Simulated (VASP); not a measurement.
Write the native input for VASP 6.6.1 that does the following.

* Task: single point
* Functional: r2SCAN
* Potentials or basis: VASP PAW PBE potentials, release 64 (Ga_d, N)
* Cutoff: 520 eV
* k mesh: 10 × 10 × 10
* Occupations: gaussian, width 0.01 eV
* Spin: no spin polarisation
* Dipole correction: no
* Further INCAR settings: ALGO = Normal; EDIFF = 1e-07; NBANDS = 16

GaN:

```
Ga N
1.0
     0.00000    2.24895    2.24895
     2.17901    0.00000    2.24895
     2.17901    2.24895    0.00000
Ga N
1 1
Direct
  0.00000 0.00000 0.00000
  0.75000 0.75000 0.75000
```

This cell differs from its parent crystal: uniaxial x strain -3.1%.

These files were run (other wordings do the same):

POSCAR

```
GaN
1.0
    0.0000000000      2.2489526240      2.2489526240
    2.1790101974      0.0000000000      2.2489526240
    2.1790101974      2.2489526240      0.0000000000
Ga N
1 1
Direct
    0.0000000000      0.0000000000      0.0000000000
    0.7500000000      0.7500000000      0.7500000000
```

INCAR.step1

```
SYSTEM = GaN
ALGO     = Normal         ! electronic algorithm
EDIFF    = 1E-4           ! SCF threshold, eV
ENCUT    = 520            ! plane-wave cutoff, eV
GGA      = PE             ! functional
ISMEAR   = 0              ! smearing method
LASPH    = .True.         ! aspherical terms in the spheres
LCHARG   = .False.        ! write CHGCAR
LREAL    = .False.        ! projectors in reciprocal space
LWAVE    = .True.         ! write WAVECAR
NBANDS   = 16             ! bands
NELM     = 60             ! most SCF steps
PREC     = Accurate       ! precision mode
SIGMA    = 0.01           ! smearing width, eV
```

INCAR.step2

```
SYSTEM = GaN
ALGO     = Normal         ! electronic algorithm
EDIFF    = 1E-7           ! SCF threshold, eV
ENCUT    = 520            ! plane-wave cutoff, eV
ISIF     = 2              ! what is computed and relaxed
ISMEAR   = 0              ! smearing method
ISTART   = 1            
LASPH    = .True.         ! aspherical terms in the spheres
LCHARG   = .False.        ! write CHGCAR
LMIXTAU  = .True.       
LREAL    = .False.        ! projectors in reciprocal space
LWAVE    = .False.        ! write WAVECAR
METAGGA  = R2SCAN         ! meta-GGA
NBANDS   = 16             ! bands
NELM     = 60             ! most SCF steps
PREC     = Accurate       ! precision mode
SIGMA    = 0.01           ! smearing width, eV
```

KPOINTS

```
k-points
0
Gamma
  10 10 10
  0 0 0
```

Potentials or basis: VASP PAW PBE potentials, release 64 (Ga_d, N).

Launch:

```bash
$ cat potpaw_PBE.64/Ga_d/POTCAR potpaw_PBE.64/N/POTCAR > POTCAR
$ cp INCAR.step1 INCAR
$ mpirun -np 1 vasp_std > vasp.out
$ cp INCAR.step2 INCAR
$ mpirun -np 1 vasp_std > vasp.out
```

Results of the run:

* Pressure: 7.7 GPa
* Band gap on the k mesh: 2.27 eV, direct

Caveat: the cell differs from its parent crystal (uniaxial x strain -3.1%); the PAW data sets were made with another functional, which shifts forces and pressure a little.

Run time: 79 s on 1 thread of Intel(R) Xeon(R) 6975P-C (Granite Rapids) (shared host), peak memory 0.17 GiB.
